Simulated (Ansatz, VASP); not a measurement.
# One calculation of Al2O3, two programs

```
Al O
1.0
     2.29240    1.32352    3.94965
    -2.29240    1.32352    3.94965
     0.00000   -2.64703    3.94965
Al O
4 6
Cartesian
  0.0000 0.0000 10.0957
  0.0000 0.0000 7.6777
  0.0000 0.0000 1.7532
  0.0000 0.0000 4.1712
  -0.8901 -1.3235 4.9371
  1.5913 -0.1091 4.9371
  -0.7011 1.4326 4.9371
  0.8901 1.3235 6.9119
  -1.5913 0.1091 6.9119
  0.7011 -1.4326 6.9119
```

Alike in both runs: task single point; functional PBEsol; k mesh 6 × 6 × 6; occupations gaussian, width 0.05 eV; no spin polarisation.

```csv
,VASP,Ansatz
version,VASP 6.6.1,Ansatz 0.2.0
potentials or method,"VASP PAW PBE potentials, release 64 (Al, O), cutoff 520 eV","scalar-relativistic, plane waves, PAW"
valence electrons in the cell,48,48
```

|  | VASP | Ansatz | Ansatz less VASP |
| --- | --- | --- | --- |
| gap on the k mesh at the Fermi level (eV) | 7.67 | 7.65 | -0.015 |
| least direct gap on the mesh (eV) | 7.67 | 7.65 | -0.015 |
| rms of the force components (eV/Å) | 0.277 | 0.268 | -0.0086 |

VASP's potentials were made for PBE, not for PBEsol, and Ansatz warns of the same on its side. Atom by atom the forces differ by 0.009 eV/Å (rms over components). The functional is the same, so the differences come from potentials, cutoffs and numerics.
